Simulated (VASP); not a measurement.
Runs of VASP 6.6.1 on Sn. The structure is that of space group Pm-3m (No. 221), or close to it. The cells are those of the table. 

```csv
task,cell,k mesh,cutoff (eV),gap on the mesh (eV),pressure (GPa)
single point,"a = 2.988 Å, 1 atom",12 × 12 × 12,520,none,(a)
single point,"a = 2.946 Å, 1 atom",12 × 12 × 12,520,none,5.8
single point,"a = 2.902 Å, 1 atom",12 × 12 × 12,520,none,(b)
single point,"a = 3.145 Å, 1 atom",12 × 12 × 12,520,none,-4.5
single point,"a = 3.029 Å, 1 atom",17 × 17 × 17,520,none,0.3
single point,"a = 3.029 Å, 1 atom",12 × 12 × 12,520,none,0.3
single point,"a = 3.069 Å, 1 atom",12 × 12 × 12,520,none,-1.7
single point,"a = 3.108 Å, 1 atom",12 × 12 × 12,520,none,-3.3
single point,"a = 3.029 Å, 1 atom",10 × 10 × 10,520,none,0.0
relaxation of cell and atoms,"relaxed from a = 3.117 Å, 1 atom",10 × 10 × 10,600,none,0.0
```

Alike in all rows: level PBEsol; potentials or basis VASP PAW PBE potentials, release 64 (Sn_d); no spin polarisation; smearing fermi-dirac 0.1 eV.

Question: Fill in the values left out.

Answer: (a) 2.8; (b) 9.8.

Caveats: the PAW data sets were made with another functional, which shifts forces and pressure a little; spin-orbit coupling is left out, which moves the levels of the heavy elements.

A k mesh can miss the band edges, and the runs leave out spin-orbit coupling on Sn.

A gap of «none» marks levels without a gap at the run's occupations.
